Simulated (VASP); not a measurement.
# AlTl2AuC6N6 (Fm-3m) in VASP: further runs

The runs below take AlTl2AuC6N6 through single point, with PBE.

Program: VASP 6.6.1. These are calculated values, not measurements. Logs are shortened: lines on timing, memory, paths and dates and some standing lists are left out, and cuts for length are marked.

## Step 1: The cell of the first run

The structure is cubic, space group Fm-3m (No. 225). Conventional cell: a = 11.207 Å, b = 11.207 Å, c = 11.207 Å, α = 90.00°, β = 90.00°, γ = 90.00°. Al (site symmetry m-3m) has 6 N at 1.97 Å within 2.6 Å. Tl (site symmetry -43m) has 12 C at 3.98 Å and 12 N at 4.05 Å and 4 Al at 4.85 Å and 4 Au at 4.85 Å within 5.2 Å. Within 1.6 Å of C (site symmetry 4mm) lie 1 N at 1.17 Å. Within 3.3 Å of Au (site symmetry m-3m) lie 6 C at 2.46 Å. N (site symmetry 4mm) has 1 C at 1.17 Å within 1.6 Å.

## Step 2: Single point, PBE

INCAR reads:

```
SYSTEM = AlTl2AuC6N6
  PREC = Accurate
  ENCUT = 520
  EDIFF = 1E-7
  ISMEAR = 0
  SIGMA = 0.1
  LREAL = Auto
  LASPH = .TRUE.
  NELM = 100
  ALGO = Normal
  ISIF = 2
  LWAVE = .FALSE.
  LCHARG = .FALSE.
  GGA = PE
  NBANDS = 61
```

KPOINTS reads:

```
regular mesh
0
G
  2 2 2
  0 0 0
```

POSCAR reads:

```
AlTl2AuC6N6
1.0
    0.0000000000      5.6035020421      5.6035020421
    5.6035020421      0.0000000000      5.6035020421
    5.6035020421      5.6035020421      0.0000000000
Al Tl C Au N
1 2 6 1 6
Direct
    0.5000000000      0.5000000000      0.5000000000
    0.2500000000      0.2500000000      0.2500000000
    0.7500000000      0.7500000000      0.7500000000
    0.7802730181      0.2197269819      0.2197269819
    0.2197269819      0.7802730181      0.2197269819
    0.2197269819      0.2197269819      0.7802730181
    0.2197269819      0.7802730181      0.7802730181
    0.7802730181      0.2197269819      0.7802730181
    0.7802730181      0.7802730181      0.2197269819
    0.0000000000      1.0000000000      0.0000000000
    0.6756044688      0.3243955312      0.3243955312
    0.3243955312      0.6756044688      0.3243955312
    0.3243955312      0.3243955312      0.6756044688
    0.3243955312      0.6756044688      0.6756044688
    0.6756044688      0.3243955312      0.6756044688
    0.6756044688      0.6756044688      0.3243955312
```

Potentials or basis: VASP PAW PBE potentials, release 64 (Al, Tl_d, C, Au, N).

Command:

```sh
$ cat potpaw_PBE.64/Al/POTCAR potpaw_PBE.64/Tl_d/POTCAR potpaw_PBE.64/C/POTCAR potpaw_PBE.64/Au/POTCAR potpaw_PBE.64/N/POTCAR > POTCAR
$ mpirun -np 1 vasp_std > vasp.out
```

OUTCAR:

```text
SYSTEM = AlTl2AuC6N6
   PREC = Accurate
   ENCUT = 520
   EDIFF = 1E-7
   ISMEAR = 0
   LREAL = Auto
   LASPH = .TRUE.
   NELM = 100
   ISIF = 2
   GGA = PE

 ion  position               nearest neighbor table
   1  0.500  0.500  0.500-  11 1.97  12 1.97  13 1.97  14 1.97  15 1.97  16 1.97
   2  0.250  0.250  0.250-
   3  0.750  0.750  0.750-
   4  0.780  0.220  0.220-  11 1.17  10 2.46
   5  0.220  0.780  0.220-  12 1.17  10 2.46
   6  0.220  0.220  0.780-  13 1.17  10 2.46
   7  0.220  0.780  0.780-  14 1.17  10 2.46
   8  0.780  0.220  0.780-  15 1.17  10 2.46
   9  0.780  0.780  0.220-  16 1.17  10 2.46
  10  0.000  0.000  0.000-   4 2.46   5 2.46   6 2.46   7 2.46   8 2.46   9 2.46
  11  0.676  0.324  0.324-   4 1.17   1 1.97
  12  0.324  0.676  0.324-   5 1.17   1 1.97
  13  0.324  0.324  0.676-   6 1.17   1 1.97
  14  0.324  0.676  0.676-   7 1.17   1 1.97
  15  0.676  0.324  0.676-   8 1.17   1 1.97
  16  0.676  0.676  0.324-   9 1.17   1 1.97

  LATTYP: Found a face centered cubic cell.
 ALAT       =    11.2070040842

  Lattice vectors:

 A1 = (   0.0000000000,   5.6035020421,   5.6035020421)
 A2 = (   5.6035020421,   0.0000000000,   5.6035020421)
 A3 = (   5.6035020421,   5.6035020421,   0.0000000000)

Analysis of symmetry for initial positions (statically):
=====================================================================
 Subroutine PRICEL returns:
 Original cell was already a primitive cell.

 Routine SETGRP: Setting up the symmetry group for a
 face centered cubic supercell.

 Subroutine GETGRP returns: Found 48 space group operations
 (whereof 48 operations were pure point group operations)
 out of a pool of 48 trial point group operations.

The static configuration has the point symmetry O_h .

Analysis of symmetry for dynamics (positions and initial velocities):
=====================================================================
 Subroutine PRICEL returns:
 Original cell was already a primitive cell.

 Routine SETGRP: Setting up the symmetry group for a
 face centered cubic supercell.

 Subroutine GETGRP returns: Found 48 space group operations
 (whereof 48 operations were pure point group operations)
 out of a pool of 48 trial point group operations.

The dynamic configuration has the point symmetry O_h .

 Subroutine INISYM returns: Found 48 space group operations
 (whereof 48 operations are pure point group operations),
 and found     1 'primitive' translations

----------------------------------------------------------------------------------------

                                     Primitive cell

  volume of cell :     351.8914

  direct lattice vectors                    reciprocal lattice vectors
     0.000000000  5.603502042  5.603502042    -0.089229913  0.089229913  0.089229913
     5.603502042  0.000000000  5.603502042     0.089229913 -0.089229913  0.089229913
     5.603502042  5.603502042  0.000000000     0.089229913  0.089229913 -0.089229913

  length of vectors
     7.924548585  7.924548585  7.924548585     0.154550743  0.154550743  0.154550743

  position of ions in fractional coordinates (direct lattice)
     0.500000000  0.500000000  0.500000000
     0.250000000  0.250000000  0.250000000
     0.750000000  0.750000000  0.750000000
     0.780273018  0.219726982  0.219726982
     0.219726982  0.780273018  0.219726982
     0.219726982  0.219726982  0.780273018
[... 8 lines left out ...]
     0.675604469  0.324395531  0.675604469
     0.675604469  0.675604469  0.324395531

  ion indices of the primitive-cell ions
   primitive index   ion index
                 1           1
                 2           2
                 3           3
                 4           4
                 5           5
                 6           6
[... 8 lines left out ...]
                15          15
                16          16

----------------------------------------------------------------------------------------

 KPOINTS: regular mesh

Automatic generation of k-mesh.
 Grid dimensions read from file:
 generate k-points for:    2    2    2

 Generating k-lattice:

  Cartesian coordinates                     Fractional coordinates (reciprocal lattice)
    -0.044614957  0.044614957  0.044614957     0.500000000  0.000000000  0.000000000
     0.044614957 -0.044614957  0.044614957     0.000000000  0.500000000  0.000000000
     0.044614957  0.044614957 -0.044614957     0.000000000  0.000000000  0.500000000

  Length of vectors
     0.077275371  0.077275371  0.077275371

  Shift w.r.t. Gamma in fractional coordinates (k-lattice)
     0.000000000  0.000000000  0.000000000

 Subroutine IBZKPT returns following result:
 ===========================================

 Found      3 irreducible k-points:

 Following reciprocal coordinates:
            Coordinates               Weight
  0.000000  0.000000  0.000000      1.000000
  0.500000  0.000000  0.000000      4.000000
  0.500000  0.500000  0.000000      3.000000
   k-points           NKPTS =      3   k-points in BZ     NKDIM =      3   number of bands    NBANDS=     61
   number of dos      NEDOS =    301   number of ions     NIONS =     16
   total plane-waves  NPLWV = 216000
   dimension x,y,z NGX =    60 NGY =   60 NGZ =   60
   dimension x,y,z NGXF=   120 NGYF=  120 NGZF=  120
   ions per type =               1   2   6   1   6
   NGX,Y,Z   is equivalent  to a cutoff of  12.59, 12.59, 12.59 a.u.
   NGXF,Y,Z  is equivalent  to a cutoff of  25.17, 25.17, 25.17 a.u.
 SYSTEM =  AlTl2AuC6N6
   PREC   = accura    normal or accurate (medium, high low for compatibility)
   ISTART =      0    job   : 0-new  1-cont  2-samecut
   ICHARG =      2    charge: 1-file 2-atom 10-const
   ISPIN  =      1    spin polarized calculation?
   LNONCOLLINEAR =      F non collinear calculations
   LSORBIT =      F    spin-orbit coupling
   LASPH  =      T    aspherical Exc in radial PAW
   ENCUT  =  520.0 eV  38.22 Ry    6.18 a.u.  14.73 14.73 14.73*2*pi/ulx,y,z
   NELM   =    100;   NELMIN=  2; NELMDL= -5     # of ELM steps
   EDIFF  = 0.1E-06   stopping-criterion for ELM
   LREAL  =      T    real-space projection
   EDIFFG = 0.1E-05   stopping-criterion for IOM
   NSW    =      0    number of steps for IOM
   IBRION =     -1    ionic relax: 0-MD 1-quasi-New 2-CG
   NFREE  =      0    steps in history (QN), initial steepest desc. (CG)
   ISIF   =      2    stress and relaxation
   ISYM   =      2    0-nonsym 1-usesym 2-fastsym
   POTIM  = 0.5000    time-step for ionic-motion
   TEBEG  =    0.0;   TEEND  =   0.0 temperature during run
   PSTRESS=    0.0 pullay stress
   NELECT =      94.0000    total number of electrons
   NUPDOWN=      -1.0000    fix difference up-down
   EMIN   =  10.00;   EMAX   =-10.00  energy-range for DOS
   EFERMI =   0.00;   METHOD = LEGACY
   ISMEAR =     0;   SIGMA  =   0.10  broadening in eV -4-tet -1-fermi 0-gaus
   EFERMI_NEDOS =   21; number of points for ismear=-14 and -15
   IALGO  =     38    algorithm
   IMIX   =      4    mixing-type and parameters
     AMIX     =   0.40;   BMIX     =  1.00
     AMIX_MAG =   1.60;   BMIX_MAG =  1.00
  volume/ion in A,a.u.               =      21.99       148.42
  Fermi-wavevector in a.u.,A,eV,Ry     =   1.054341  1.992416 15.124722  1.111636
  Thomas-Fermi vector in A             =   2.189498
   LORBIT       =      0    0 simple, 1 ext, 2 COOP (PROOUT), +10 PAW based schemes
   GGA     = PE    functional components
   LHFCALC =     F    Hartree Fock is set to
   AEXX    =    0.0000 exact exchange contribution
   IVDW    =     0    specifies the selected vdW correction
   LEPSILON=     F    determine dielectric tensor
   LRPA    =     F    only Hartree local field effects (RPA)
 non-spin polarized calculation
 Gauss-broadening in eV      SIGMA  =   0.10
  energy-cutoff  :      520.00
  volume of cell :      351.89
 maximum number of plane-waves:      9528
 NGX is ok and might be reduce to    60
   NGX = 29   NGY = 29   NGZ = 29

 number of electron      94.0000016 magnetization

 Free energy of the ion-electron system (eV)
  ---------------------------------------------------
  ext. energy  EPLUGINS =         0.00000000
  ---------------------------------------------------
  free energy    TOTEN  =      -110.36565598 eV

  energy without entropy =     -110.36565584  energy(sigma->0) =     -110.36565591

 E-fermi :   2.2754     XC(G=0):  -7.5762

 val. band max:        1.9188356978   @ k =   0.5000   0.5000   0.0000
 cond. band min:       2.6301962051   @ k =   0.5000   0.5000   0.0000
 fundamental gap:      0.7113605073
 Fermi energy:         2.2754064727

 k-point     1 :       0.0000    0.0000    0.0000
  band No.  band energies     occupation
      1     -17.1863      2.00000
      2     -16.8780      2.00000
      3     -16.8780      2.00000
      4     -16.8780      2.00000
      5     -16.7575      2.00000
      6     -16.7575      2.00000
[... 51 lines left out ...]
     58       5.1281      0.00000
     59       5.1687      0.00000

 k-point     2 :       0.5000    0.0000    0.0000
  band No.  band energies     occupation
      1     -17.1743      2.00000
      2     -16.8916      2.00000
      3     -16.8739      2.00000
      4     -16.8739      2.00000
      5     -16.7618      2.00000
      6     -16.7618      2.00000
[... 51 lines left out ...]
     58       5.3511      0.00000
     59       5.3511      0.00000

 k-point     3 :       0.5000    0.5000    0.0000
  band No.  band energies     occupation
      1     -17.1718      2.00000
      2     -16.8797      2.00000
      3     -16.8786      2.00000
      4     -16.8786      2.00000
      5     -16.7729      2.00000
      6     -16.7569      2.00000
[... 51 lines left out ...]
     58       5.2873      0.00000
     59       5.2873      0.00000
 [bands above 59 left out]

------------------------ aborting loop because EDIFF is reached ----------------------------------------

  FORCE on cell =-STRESS in cart. coord.  units (eV):
  Direction    XX          YY          ZZ          XY          YZ          ZX
  --------------------------------------------------------------------------------------
  -------------------------------------------------------------------------------------
  Total        0.5628694      0.5628694      0.5628694     -0.0000000     -0.0000000     -0.0000000
  in kB        2.5627697      2.5627697      2.5627697     -0.0000000     -0.0000000     -0.0000000
  external PRESSURE =       2.5627697 kB  Pullay stress =       0.0000000 kB

 VOLUME and BASIS-vectors are now :
 -----------------------------------------------------------------------------
  energy-cutoff  :      520.00
  volume of cell :      351.89
      direct lattice vectors                 reciprocal lattice vectors
     0.000000000  5.603502042  5.603502042    -0.089229913  0.089229913  0.089229913
     5.603502042  0.000000000  5.603502042     0.089229913 -0.089229913  0.089229913
     5.603502042  5.603502042  0.000000000     0.089229913  0.089229913 -0.089229913

 POSITION                                       TOTAL-FORCE (eV/Angst)
 -----------------------------------------------------------------------------------
      5.60350      5.60350      5.60350         0.000000      0.000000      0.000000
      2.80175      2.80175      2.80175         0.000000      0.000000      0.000000
      8.40525      8.40525      8.40525        -0.000000     -0.000000     -0.000000
      2.46248      5.60350      5.60350        -0.382718      0.000000      0.000000
      5.60350      2.46248      5.60350         0.000000     -0.382718      0.000000
      5.60350      5.60350      2.46248         0.000000      0.000000     -0.382718
[... 8 lines left out ...]
      5.60350      7.57150      5.60350         0.000000     -0.397928      0.000000
      5.60350      5.60350      7.57150         0.000000      0.000000     -0.397928
 -----------------------------------------------------------------------------------
    total drift:                                0.000000      0.000000     -0.000000

  FREE ENERGIE OF THE ION-ELECTRON SYSTEM (eV)
  ---------------------------------------------------
  free  energy   TOTEN  =      -110.3656559837 eV

  energy  without entropy=     -110.3656558384  energy(sigma->0) =     -110.36565591
```

Wall time 84 s (1 thread of Intel Xeon 6975P-C (Granite Rapids), shared host); peak memory 0.51 GiB.

What came out:

```yaml
Free_energy: -110.3657 eV
Pressure: 0.3 GPa
Largest_force: 0.398 eV/Å
Band_gap_on_the_k_mesh: 0.71 eV, direct
```

Forces on the atoms (eV/Å):
```
Al   0.000  0.000  0.000
Tl   0.000  0.000  0.000
Tl   0.000  0.000  0.000
C   -0.383  0.000  0.000
C    0.000 -0.383  0.000
C    0.000  0.000 -0.383
C    0.383  0.000  0.000
C    0.000  0.383  0.000
C    0.000  0.000  0.383
Au   0.000  0.000  0.000
N    0.398  0.000  0.000
N    0.000  0.398  0.000
N    0.000  0.000  0.398
N   -0.398  0.000  0.000
N    0.000 -0.398  0.000
N    0.000  0.000 -0.398
```

Levels at points of the mesh, in eV from the valence-band top:
| k point | band 44 | band 45 | band 46 | band 47 | band 48 | band 49 | band 50 | band 51 |
| --- | --- | --- | --- | --- | --- | --- | --- | --- |
| (0.00, 0.00, 0.00) | -2.75 | -2.75 | -0.02 | -0.02 | 0.90 | 0.90 | 0.90 | 1.54 |
| (0.50, 0.00, 0.00) | -2.65 | -2.65 | -0.10 | -0.10 | 0.91 | 1.00 | 1.19 | 1.19 |
| (0.50, 0.50, 0.00) | -2.58 | -2.58 | -0.26 | 0.00 | 0.71 | 0.92 | 0.92 | 1.37 |

Caveat: the k points lie up to 0.49 Å⁻¹ apart; spin-orbit coupling is left out, which moves the levels of the heavy elements.

## Step 3: Single point, PBE

INCAR reads:

```
PREC = Accurate
ENCUT = 520
EDIFF = 1E-7
ISMEAR = 0
SIGMA = 0.02
LREAL = Auto
LASPH = True
NELM = 80
ALGO = Normal
ISIF = 2
LWAVE = False
LCHARG = True
GGA = PE
LELF = True
LVHAR = True
NBANDS = 61
```

KPOINTS reads:

```
regular mesh
0
Gamma
  4 4 4
```

Changes to POSCAR since step 2:

```diff
@@ -17,3 +17,3 @@
     0.7802730181      0.7802730181      0.2197269819
-    0.0000000000      1.0000000000      0.0000000000
+    0.0000000000      0.0000000000      0.0000000000
     0.6756044688      0.3243955312      0.3243955312
```

Potentials or basis: VASP PAW PBE potentials, release 64 (Al, Tl_d, C, Au, N).

Command:

```sh
$ cat potpaw_PBE.64/Al/POTCAR potpaw_PBE.64/Tl_d/POTCAR potpaw_PBE.64/C/POTCAR potpaw_PBE.64/Au/POTCAR potpaw_PBE.64/N/POTCAR > POTCAR
$ mpirun -np 1 vasp_std > vasp.out
```

Wall time 3.1 min (1 thread of Intel Xeon 6975P-C (Granite Rapids), shared host); peak memory 0.55 GiB.

Results (log left out):

- Free energy: -110.3645 eV
- Pressure: 0.3 GPa
- Largest force: 0.399 eV/Å
- Band gap on the k mesh: 0.71 eV, direct

Forces on the atoms (eV/Å):
```
Al   0.000  0.000  0.000
Tl   0.000  0.000  0.000
Tl   0.000  0.000  0.000
C   -0.385  0.000  0.000
C    0.000 -0.385  0.000
C    0.000  0.000 -0.385
C    0.385  0.000  0.000
C    0.000  0.385  0.000
C    0.000  0.000  0.385
Au   0.000  0.000  0.000
N    0.399  0.000  0.000
N    0.000  0.399  0.000
N    0.000  0.000  0.399
N   -0.399  0.000  0.000
N    0.000 -0.399  0.000
N    0.000  0.000 -0.399
```

Levels at points of the mesh, in eV from the valence-band top:
```
           k point  band 45  band 46  band 47  band 48  band 49  band 50
(0.00, 0.00, 0.00)    -2.75    -0.02    -0.02     0.89     0.89     0.89
(0.50, 0.00, 0.00)    -2.65    -0.10    -0.10     0.91     1.00     1.19
(0.50, 0.50, 0.00)    -2.58    -0.26     0.00     0.71     0.92     0.92
```

Caveat: spin-orbit coupling is left out, which moves the levels of the heavy elements. Expect the measured gap to be larger: semilocal functionals such as PBE lack the derivative discontinuity.
